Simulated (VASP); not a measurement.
A run of VASP 6.6.1 is set up as follows.

INCAR

```
SYSTEM = AlN
PREC = Accurate
ENCUT = 520
EDIFF = 1E-7
ISMEAR = 0
SIGMA = 0.05
LREAL = .FALSE.
LASPH = .TRUE.
NELM = 80
ALGO = Normal
ISIF = 2
LWAVE = .FALSE.
LCHARG = .FALSE.
GGA = PS
NBANDS = 16
```

Contents of KPOINTS:

```
Automatic mesh
0
G
  9 9 6
  0 0 0
```

Contents of POSCAR:

```
AlN
1.0
    3.2818000000      0.0000000000      0.0000000000
   -1.6409000000      2.8421221701      0.0000000000
    0.0000000000      0.0000000000      4.1412155349
Al N
2 2
Direct
    0.3333333333      0.6666666667      0.7500000000
    0.6666666667      0.3333333333      0.2500000000
    0.3333333333      0.6666666667      0.2500000000
    0.6666666667      0.3333333333      0.7500000000
```

Potentials or basis: VASP PAW PBE potentials, release 64 (Al, N).

Command:

```sh
$ cat potpaw_PBE.64/Al/POTCAR potpaw_PBE.64/N/POTCAR > POTCAR
$ mpirun -np 1 vasp_std > vasp.out
```

Q: Estimate the band gap on the k mesh.

A: 3.41 eV, direct.

Q: What does it give for the pressure?

A: 2.7 GPa.

Stress tensor (GPa, compression positive):
```
3.35 0.00 0.00
0.00 3.35 0.00
0.00 0.00 1.53
```

Caveat: the PAW data sets were made with another functional, which shifts forces and pressure a little. A k mesh can miss the band edges.
